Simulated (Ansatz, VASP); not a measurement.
Ca in VASP and in Ansatz

```xyz
1
Lattice="0.0000 2.7663 2.7942 2.7663 0.0000 2.7942 2.7663 2.7663 0.0000" Properties=species:S:1:pos:R:3 pbc="T T T"
Ca    0.0000    0.0000    0.0000
```

Change from the starting cell: equal xx and yy strain of -1 %, PAW files.

Alike in both runs: task electric field gradients; functional PBEsol; k mesh 11 × 11 × 11; occupations fermi-dirac, width 0.05 eV; no spin polarisation.

```csv
,VASP,Ansatz
version,VASP 6.6.1,Ansatz 0.2.0
potentials or method,"VASP PAW PBE potentials, release 64 (Ca_sv)","PAW with Ansatz's default frozen-core files, scalar-relativistic"
plane-wave cutoff (eV),520,420
valence electrons in the cell,10,10
```

```csv
,VASP,Ansatz,Ansatz less VASP
pressure (GPa),-0.9,-0.9,-0.01
"traceless stress, the component that is largest in VASP (GPa)",-0.05,-0.05,0.000
```

VASP's potentials were made for PBE, not for PBEsol.
